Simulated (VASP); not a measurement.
Input of a VASP 6.6.1 run:

File INCAR:

```
ALGO = Normal
EDIFF = 1E-6
ENCUT = 520
GGA = RP
ISIF = 2
ISMEAR = -1
ISPIN = 2
LASPH = True
LCHARG = False
LMAXMIX = 4
LORBIT = 11
LREAL = False
LWAVE = False
MAGMOM = 3 -3
NBANDS = 24
NELM = 150
PREC = Accurate
SIGMA = 0.05
```

File KPOINTS:

```
k-points
0
Gamma
  14 14 8
```

The input POSCAR:

```
Mn
1.0
    2.5053535497      0.0000000000      0.0000000000
   -1.2526767748      2.1696998195      0.0000000000
    0.0000000000      0.0000000000      4.0728517586
Mn
2
Direct
    0.3333333333      0.6666666667      0.2500000000
    0.6666666667      0.3333333333      0.7500000000
```

Potentials or basis: VASP PAW PBE potentials, release 64 (Mn_pv).

The run is started by

```sh
$ cat potpaw_PBE.64/Mn_pv/POTCAR > POTCAR
$ mpirun -np 1 vasp_std > vasp.out
```

Q: What does it give for the band gap on the k mesh?

A: Zero (filled and empty bands overlap).

Q: Predict the pressure.

A: 0.4 GPa.

Q: Estimate the net moment.

A: 0.00 μB per cell.

Q: Predict the site moments.

A: Mn +0.85, -0.85 μB.

Caveat: the PAW data sets were made with another functional, which shifts forces and pressure a little.
